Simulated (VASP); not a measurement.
## CdF2: single point with PBE+D3(BJ)

Crystal: CdF2.

```
Cd F
1.0
     3.65326    0.00000    0.00000
    -1.82663    3.16382    0.00000
     0.00000    0.00000    7.17601
Cd F
2 4
Direct
  0.66667 0.33333 0.66419
  0.33333 0.66667 0.16419
  0.00000 0.00000 0.77666
  0.33333 0.66667 0.52538
  0.66667 0.33333 0.02538
  0.00000 0.00000 0.27666
```

- Program: VASP 6.6.1
- Task: single point
- Functional: PBE
- Dispersion: D3(BJ)
- Potentials or basis: VASP PAW PBE potentials, release 64 (Cd, F)
- Cutoff: 520 eV
- k mesh: 6 × 6 × 4
- Occupations: gaussian, width 0.1 eV
- Spin: no spin polarisation

The pressure is 0.7 GPa. The largest force is 0.052 eV/Å, the band gap on the k mesh is 2.82 eV, indirect (least direct gap 2.94 eV) and the dispersion energy per atom is -0.158 eV.

Forces on the atoms (eV/Å):
```
Cd   0.000  0.000 -0.003
Cd   0.000  0.000 -0.003
F    0.000  0.000  0.052
F    0.000  0.000 -0.049
F    0.000  0.000 -0.049
F    0.000  0.000  0.052
```

Stress tensor (GPa, compression positive):
```
0.99 0.00 0.00
0.00 0.99 0.00
0.00 0.00 0.08
```

Levels at points of the mesh, in eV from the valence-band top:
```csv
k point,band 23,band 24,band 25,band 26,band 27,band 28,band 29,band 30
"(0.00, 0.00, 0.00)",-0.39,-0.39,-0.12,-0.12,2.82,5.88,7.70,10.81
"(0.50, 0.00, 0.00)",-0.41,-0.38,-0.31,0.00,7.02,7.13,9.48,9.94
"(0.00, 0.00, 0.50)",-0.23,-0.23,-0.23,-0.23,4.12,4.12,9.45,9.45
"(0.50, 0.00, 0.50)",-0.48,-0.48,-0.18,-0.18,7.15,7.15,9.08,9.08
```

Wall time 58 s on 1 thread of Intel(R) Xeon(R) Platinum 8375C CPU @ 2.90GHz (Ice Lake), on a shared host, peak memory 0.22 GiB.

A k mesh can miss the band edges. As with any semilocal functional, this PBE gap is likely too small.
